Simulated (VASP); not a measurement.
LiCa32 (a cell with a defect), 33 atoms in the cell. The cell holds a defect, 33 atoms: a = 11.160 Å, b = 11.160 Å, c = 11.160 Å, α = 90.00°, β = 90.00°, γ = 90.00°. 

- Program: VASP 6.6.1
- Task: single point
- Functional: PBE
- Potentials or basis: VASP PAW PBE potentials, release 64 (Ca_sv, Li_sv)
- Cutoff: 520 eV
- k mesh: 1 × 1 × 1
- Occupations: fermi-dirac, width 0.05 eV
- Spin: no spin polarisation
- Dipole correction: no
- Further INCAR settings: LREAL = Auto; ALGO = Normal; EDIFF = 1e-06; NBANDS = 184

Potentials or basis: VASP PAW PBE potentials, release 64 (Ca_sv, Li_sv).

Command:

```sh
$ cat potpaw_PBE.64/Ca_sv/POTCAR potpaw_PBE.64/Li_sv/POTCAR > POTCAR
$ mpirun -np 1 vasp_gam > vasp.out
```

Hardware: 1 thread of AMD EPYC 9R45 96-Core Processor (Zen 5) (shared host).

Task: How long does it take, and how much memory?

Result: Wall time 3.9 min on 1 thread of AMD EPYC 9R45 96-Core Processor (Zen 5), on a shared host, peak memory 1 GiB. Counts: scf iterations 14, k points 1.
